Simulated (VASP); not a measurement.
Here is a VASP 6.6.1 calculation.

Contents of INCAR:

```
  ALGO = Fast
  EDIFF = 1E-6
  EDIFFG = -0.008
  ENCUT = 600
  GGA = PE
  IBRION = 2
  ISIF = 3
  ISMEAR = 0
  LASPH = T
  LCHARG = F
  LREAL = F
  LWAVE = F
  NELM = 60
  NSW = 70
  PREC = Accurate
  PSTRESS = 40.0
  SIGMA = 0.1
```

The input KPOINTS:

```
k-points
0
Gamma
  10 10 10
```

Contents of POSCAR:

```
Al2Cu
1.0
   -2.9888078856      2.9888078856      2.4112413580
    2.9888078856     -2.9888078856      2.4112413580
    2.9888078856      2.9888078856     -2.4112413580
Al Cu
4 2
Direct
    0.8413053791      0.6586946209      0.5000000000
    0.6586946209      0.1586946209      0.8173892418
    0.3413053791      0.8413053791      0.1826107582
    0.1586946209      0.3413053791      0.5000000000
    0.2500000000      0.2500000000      0.0000000000
    0.7500000000      0.7500000000      0.0000000000
```

Potentials or basis: VASP PAW PBE potentials, release 64 (Al, Cu).

The run is started by

```bash
$ cat potpaw_PBE.64/Al/POTCAR potpaw_PBE.64/Cu/POTCAR > POTCAR
$ mpirun -np 1 vasp_std > vasp.out
```

(1) What does it give for the relaxed volume?

(2) What does it give for the band gap on the k mesh?

(3) Predict the relaxed cell.

(4) What does it give for the space group after relaxing (to 0.05 Å)?

Answers

(1) 14.39 Å³/atom.

(2) zero (band 17 reaches 10.95 eV, above the bottom of band 18 at 6.54 eV).

(3) a = 4.870 Å, b = 4.870 Å, c = 4.870 Å, α = 104.23°, β = 104.23°, γ = 120.56°.

(4) I4/mcm (No. 140).

Caveat: the cell is relaxed towards a set pressure, so the enthalpy falls and the energy may rise.
